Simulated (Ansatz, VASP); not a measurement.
# Two plane-wave programs on Ag

Contents of INCAR:

```
SYSTEM = Ag
PREC = Accurate ; ENCUT = 520
EDIFF = 1E-7 ; ISMEAR = -1
SIGMA = 0.1 ; LREAL = .False.
LASPH = .True. ; NELM = 100
ALGO = Normal ; ISIF = 2
LWAVE = .False. ; LCHARG = .False.
GGA = PE ; NBANDS = 30
```

KPOINTS

```
regular mesh
0
Gamma
  16 16 5
  0 0 0
```

File POSCAR:

```
Ag
1.0
    2.9978235069      0.0000000000      0.0000000000
   -1.4989117534      2.5961913130      0.0000000000
    0.0000000000      0.0000000000      9.9059158842
Ag
4
Direct
    0.3333333333      0.6666666667      0.2500000000
    0.6666666667      0.3333333333      0.7500000000
    0.0000000000      0.0000000000      0.0000000000
    0.0000000000      0.0000000000      0.5000000000
```

Input for Ansatz:

```yaml
crystal:
  lattice:
    - [2.9978235069, 0.0, 0.0]
    - [-1.4989117534, 2.596191313, 0.0]
    - [0.0, 0.0, 9.9059158842]
  atoms:
    - { symbol: Ag, position: [0.3333333333, 0.6666666667, 0.25] }
    - { symbol: Ag, position: [0.6666666667, 0.3333333333, 0.75] }
    - { symbol: Ag, position: [0.0, 0.0, 0.0] }
    - { symbol: Ag, position: [0.0, 0.0, 0.5] }
hamiltonian:
  xc: pbe
  pseudopotentials:
    kind: paw
    azcp:
      Ag: "pseudopotentials/Ag.paw.azcp"
basis:
  ecutwfc: 420
  fft_grid_basis: typed
kpoints:
  mp_grid: { grid: [16, 16, 5], shift: [0, 0, 0] }
magnetization:
  spin_polarized: false
scf:
  occupations: { method: fermi_dirac, width: 0.1 }
output:
  stress: true
```

Alike in both runs: task single point; functional PBE; k mesh 16 × 16 × 5; occupations fermi-dirac, width 0.1 eV; no spin polarisation.

```csv
,VASP,Ansatz
version,VASP 6.6.1,Ansatz 0.2.0
potentials or method,"VASP PAW PBE potentials, release 64 (Ag), cutoff 520 eV","plane waves (420 eV) with PAW, scalar-relativistic"
valence electrons in the cell,44,76
```

|  | VASP | Ansatz | Ansatz less VASP |
| --- | --- | --- | --- |
| pressure (GPa) | -5.5 | -5.5 | +0.05 |
| traceless stress, the component that is largest in VASP (GPa) | -0.49 | -0.50 | -0.001 |

The functional is the same, so the differences come from potentials, cutoffs and numerics. VASP's potentials hold 44 valence electrons a cell and Ansatz's 76, so a difference there can come from the potentials and not from the codes.
